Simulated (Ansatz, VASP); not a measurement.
## NbN: VASP beside Ansatz

```
Nb N
1.0
     0.00000    2.17787    2.17787
     2.17787    0.00000    2.17787
     2.17787    2.17787    0.00000
Nb N
1 1
Direct
  0.00000 0.00000 0.00000
  0.50000 0.50000 0.50000
```

Alike in both runs: functional LDA; k mesh 16 × 16 × 16; occupations gaussian, width 0.1 eV; no spin polarisation.

Ansatz relaxed the structure, and its values are those at the end. VASP's run is a single point on that final structure, the one shown.

|  | VASP | Ansatz |
| --- | --- | --- |
| version | VASP 6.6.1 | Ansatz 0.2.0 |
| potentials or method | VASP PAW LDA potentials, release 64 (Nb_sv, N), cutoff 600 eV | scalar-relativistic, plane waves, PAW |
| valence electrons in the cell | 18 | 18 |

```csv
,VASP,Ansatz,Ansatz less VASP
gap on the k mesh at the Fermi level (eV),none,none,-
pressure (GPa),0.0,0.0,+0.02
```

Ansatz warns that its potentials were made for another functional, while VASP's fit it. LDA's correlation is that of Perdew and Zunger in VASP and of Perdew and Wang (1992) in Ansatz. A gap of «none» marks a metal or a gap that the smearing closes.
